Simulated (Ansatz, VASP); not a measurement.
One calculation of Si2Ni, two programs

The input INCAR:

```
SYSTEM = Si2Ni
ALGO     = Normal         ! electronic algorithm
EDIFF    = 1E-6           ! SCF threshold, eV
ENCUT    = 520            ! plane-wave cutoff, eV
GGA      = PE             ! functional
ISIF     = 2              ! what is computed and relaxed
ISMEAR   = 0              ! smearing method
LASPH    = .True.         ! aspherical terms in the spheres
LCHARG   = .True.         ! write CHGCAR
LELF     = .True.         ! ELF
LREAL    = .False.        ! projectors in reciprocal space
LVHAR    = .True.       
LWAVE    = .False.        ! write WAVECAR
NBANDS   = 16             ! bands
NELM     = 100            ! most SCF steps
PREC     = Accurate       ! precision mode
SIGMA    = 0.15           ! smearing width, eV
```

KPOINTS

```
k-points
0
Gamma
  16 16 16
  0 0 0
```

POSCAR

```
Si2Ni
1.0
    0.0000000000      2.8051152926      2.6825617118
    2.8051152926      0.0000000000      2.6825617118
    2.8051152926      2.8051152926      0.0000000000
Si Ni
2 1
Direct
    0.2500000000      0.2500000000      0.2500000000
    0.7500000000      0.7500000000      0.7500000000
    0.0000000000      0.0000000000      0.0000000000
```

Input for Ansatz:

```yaml
crystal:
  lattice:
    - [0.0, 2.8051152926, 2.6825617118]
    - [2.8051152926, 0.0, 2.6825617118]
    - [2.8051152926, 2.8051152926, 0.0]
  atoms:
    - { symbol: Si, position: [0.25, 0.25, 0.25] }
    - { symbol: Si, position: [0.75, 0.75, 0.75] }
    - { symbol: Ni, position: [0.0, 0.0, 0.0] }
basis:
  ecutwfc: 420
kpoints:
  mp_grid: { grid: [16, 16, 16] }
hamiltonian:
  xc: pbe
scf:
  occupations: { method: gaussian, width: 0.15 }
output:
  forces: true
  stress: true
  eigenvalues: true
  write_density: true
  write_potential: true
  elf: true
  volumetric_format: npy
```

Change from the starting cell: strain +0.030 along x and y, -0.015 along z, atoms carried along.

Alike in both runs: task single point; functional PBE; k mesh 16 × 16 × 16; occupations gaussian, width 0.15 eV; no spin polarisation.

|  | VASP | Ansatz |
| --- | --- | --- |
| version | VASP 6.6.1 | Ansatz 0.2.0 |
| potentials or method | VASP PAW PBE potentials, release 64 (Si, Ni), cutoff 520 eV | scalar-relativistic, plane waves, PAW |
| valence electrons in the cell | 18 | 26 |

Ansatz gave:

- gap on the k mesh at the Fermi level (eV): none
- pressure (GPa): -5.8
- traceless stress, the component that is largest in VASP (GPa): 1.50

Q: Which values does VASP return?

A: gap on the k mesh at the Fermi level (eV): none; pressure (GPa): -5.9; traceless stress, the component that is largest in VASP (GPa): 1.47.

A gap of «none» marks a metal or a gap that the smearing closes. With one functional, cell and mesh, what is left measures potentials, basis and numerics. VASP's potentials hold 18 valence electrons a cell and Ansatz's 26, so a difference there can come from the potentials and not from the codes.
